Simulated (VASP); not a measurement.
# Ti2Co (Fd-3m) in VASP: single point with LDA

Aim: the single point of Ti2Co with LDA.

Program: VASP 6.6.1. These are calculated values, not measurements. Logs are shortened: lines on timing, memory, paths and dates and some standing lists are left out, and cuts for length are marked.

**1. The cell of the first run**

The structure is cubic, space group Fd-3m (No. 227). The conventional cell has a = 6.730 Å, b = 6.730 Å, c = 6.730 Å, α = 90.00°, β = 90.00°, γ = 90.00°. Ti (site symmetry -3m) has 6 Ti at 2.38 Å and 6 Co at 2.79 Å within 3.1 Å. Co (site symmetry -43m) has 12 Ti at 2.79 Å and 4 Co at 2.91 Å within 3.7 Å.

**2. Single point, LDA, collinear spin, ferromagnetic start**

INCAR reads:

```
PREC = Accurate
ENCUT = 690
EDIFF = 1E-6
ISMEAR = 0
SIGMA = 0.1
LREAL = False
LASPH = True
NELM = 200
ALGO = Normal
ISIF = 2
LWAVE = False
LCHARG = True
ISPIN = 2
MAGMOM = 0 0 0 0 3 3
LORBIT = 11
LMAXMIX = 4
GGA = CA
LELF = True
LVHAR = True
NBANDS = 54
GGA_COMPAT = False
```

KPOINTS reads:

```
regular mesh
0
Gamma
  6 6 6
```

POSCAR reads:

```
Ti2Co
1.0
    0.0000000000      3.3650000000      3.3650000000
    3.3650000000      0.0000000000      3.3650000000
    3.3650000000      3.3650000000      0.0000000000
Ti Co
4 2
Direct
    0.1250000000      0.1250000000      0.1250000000
    0.6250000000      0.1250000000      0.1250000000
    0.1250000000      0.1250000000      0.6250000000
    0.1250000000      0.6250000000      0.1250000000
    0.5000000000      0.5000000000      0.5000000000
    0.7500000000      0.7500000000      0.7500000000
```

Potentials or basis: VASP PAW LDA potentials, release 64 (Ti_sv, Co_sv).

Run with:

```console
> cat potpaw_LDA.64/Ti_sv/POTCAR potpaw_LDA.64/Co_sv/POTCAR > POTCAR
> mpirun -np 1 vasp_std > vasp.out
```

OUTCAR:

```text
PREC = Accurate
   ENCUT = 690
   EDIFF = 1E-6
   ISMEAR = 0
   LREAL = False
   LASPH = True
   NELM = 200
   ISIF = 2
   ISPIN = 2
   LORBIT = 11
   GGA = CA

 ion  position               nearest neighbor table
   1  0.125  0.125  0.125-   2 2.38   3 2.38   4 2.38   3 2.38   4 2.38   2 2.38
   2  0.625  0.125  0.125-   1 2.38   3 2.38   4 2.38   1 2.38   3 2.38   4 2.38
   3  0.125  0.125  0.625-   1 2.38   1 2.38   2 2.38   4 2.38   4 2.38   2 2.38
   4  0.125  0.625  0.125-   1 2.38   3 2.38   1 2.38   2 2.38   3 2.38   2 2.38
   5  0.500  0.500  0.500-
   6  0.750  0.750  0.750-

  LATTYP: Found a face centered cubic cell.
 ALAT       =     6.7300000000

  Lattice vectors:

 A1 = (   0.0000000000,   3.3650000000,   3.3650000000)
 A2 = (   3.3650000000,   0.0000000000,   3.3650000000)
 A3 = (   3.3650000000,   3.3650000000,   0.0000000000)

Analysis of symmetry for initial positions (statically):
=====================================================================
 Subroutine PRICEL returns:
 Original cell was already a primitive cell.

 Routine SETGRP: Setting up the symmetry group for a
 face centered cubic supercell.

 Subroutine GETGRP returns: Found 48 space group operations
 (whereof 24 operations were pure point group operations)
 out of a pool of 48 trial point group operations.

The static configuration has the point symmetry T_d .
 The point group associated with its full space group is O_h .

Analysis of symmetry for dynamics (positions and initial velocities):
=====================================================================
 Subroutine PRICEL returns:
 Original cell was already a primitive cell.

 Routine SETGRP: Setting up the symmetry group for a
 face centered cubic supercell.

 Subroutine GETGRP returns: Found 48 space group operations
 (whereof 24 operations were pure point group operations)
 out of a pool of 48 trial point group operations.

The dynamic configuration has the point symmetry T_d .
 The point group associated with its full space group is O_h .

Analysis of structural, dynamic, and magnetic symmetry:
=====================================================================
 Subroutine PRICEL returns:
 Original cell was already a primitive cell.

 Routine SETGRP: Setting up the symmetry group for a
 face centered cubic supercell.

 Subroutine GETGRP returns: Found 48 space group operations
 (whereof 24 operations were pure point group operations)
 out of a pool of 48 trial point group operations.

The overall configuration has the point symmetry T_d .
[... 134 lines left out ...]
 maximum number of plane-waves:      3150
 NGX is ok and might be reduce to    42
   NGX = 21   NGY = 21   NGZ = 21

 number of electron      82.0000012 magnetization       0.7910895

 Free energy of the ion-electron system (eV)
  ---------------------------------------------------
  ext. energy  EPLUGINS =         0.00000000
  ---------------------------------------------------
  free energy    TOTEN  =       -48.13335119 eV

  energy without entropy =      -48.07555708  energy(sigma->0) =      -48.10445413

 E-fermi :  10.3470     XC(G=0): -13.3243

 val. band max:       10.3395410063   @ k =   0.5000   0.3333   0.1667
 cond. band min:      10.3479918574   @ k =   0.3333   0.1667   0.0000
 fundamental gap:      0.0084508511
 Fermi energy:        10.3469631418

 spin component 1

 k-point     1 :       0.0000    0.0000    0.0000
  band No.  band energies     occupation
      1     -83.2051      1.00000
      2     -83.2009      1.00000
      3     -47.0404      1.00000
      4     -47.0404      1.00000
      5     -47.0404      1.00000
      6     -47.0240      1.00000
[... 885 lines left out ...]
     52      13.2304      0.00000
     53      14.4616      0.00000
 Fermi energy:        10.3469631418

 spin component 2

 k-point     1 :       0.0000    0.0000    0.0000
  band No.  band energies     occupation
      1     -82.8655      1.00000
      2     -82.8612      1.00000
      3     -46.7117      1.00000
      4     -46.7117      1.00000
      5     -46.7117      1.00000
      6     -46.6949      1.00000
[... 885 lines left out ...]
     52      13.2987      0.00000
     53      14.5063      0.00000
 [bands above 53 left out]

------------------------ aborting loop because EDIFF is reached ----------------------------------------

  FORCE on cell =-STRESS in cart. coord.  units (eV):
  Direction    XX          YY          ZZ          XY          YZ          ZX
  --------------------------------------------------------------------------------------
  -------------------------------------------------------------------------------------
  Total        4.5467057      4.5467057      4.5467057      0.0000000      0.0000000      0.0000000
  in kB       95.5921484     95.5921484     95.5921484      0.0000000      0.0000000      0.0000000
  external PRESSURE =      95.5921484 kB  Pullay stress =       0.0000000 kB

 VOLUME and BASIS-vectors are now :
 -----------------------------------------------------------------------------
  energy-cutoff  :      690.00
  volume of cell :       76.21
      direct lattice vectors                 reciprocal lattice vectors
     0.000000000  3.365000000  3.365000000    -0.148588410  0.148588410  0.148588410
     3.365000000  0.000000000  3.365000000     0.148588410 -0.148588410  0.148588410
     3.365000000  3.365000000  0.000000000     0.148588410  0.148588410 -0.148588410

 POSITION                                       TOTAL-FORCE (eV/Angst)
 -----------------------------------------------------------------------------------
      0.84125      0.84125      0.84125        -0.000000     -0.000000     -0.000000
      0.84125      2.52375      2.52375        -0.000000     -0.000000     -0.000000
      2.52375      2.52375      0.84125        -0.000000     -0.000000     -0.000000
      2.52375      0.84125      2.52375        -0.000000     -0.000000     -0.000000
      3.36500      3.36500      3.36500        -0.000000     -0.000000     -0.000000
      5.04750      5.04750      5.04750         0.000000      0.000000      0.000000
 -----------------------------------------------------------------------------------
    total drift:                               -0.000000     -0.000000      0.000000

  FREE ENERGIE OF THE ION-ELECTRON SYSTEM (eV)
  ---------------------------------------------------
  free  energy   TOTEN  =       -48.1333511866 eV

  energy  without entropy=      -48.0755570811  energy(sigma->0) =      -48.10445413

 total charge

# of ion       s       p       d       tot
------------------------------------------
    1        2.304   6.153   2.348  10.805
    2        2.304   6.153   2.348  10.805
    3        2.304   6.153   2.348  10.805
    4        2.304   6.153   2.348  10.805
    5        2.234   6.099   6.686  15.020
    6        2.234   6.099   6.686  15.020
--------------------------------------------------
tot         13.687  36.808  22.763  73.258

 magnetization (x)

# of ion       s       p       d       tot
------------------------------------------
    1        0.000  -0.001   0.046   0.046
    2        0.000  -0.001   0.046   0.046
    3        0.000  -0.001   0.046   0.046
    4        0.000  -0.001   0.046   0.046
    5        0.001   0.001   0.302   0.304
    6        0.001   0.001   0.302   0.304
--------------------------------------------------
tot          0.004  -0.003   0.791   0.792
```

It took 6.6 min on 1 thread of Intel Xeon Platinum 8488C (Sapphire Rapids), shared host; peak memory 0.32 GiB.

What came out:

| Item | Value |
| --- | --- |
| Free energy | -48.1334 eV |
| Pressure | 9.6 GPa |
| Net moment | 0.79 μB per cell |
| Site moments | Ti +0.05; Co +0.30 μB |
| Valence electrons inside the program's atomic spheres | Ti 10.80; Co 15.02 |

Caveat: the cell stands under pressure.
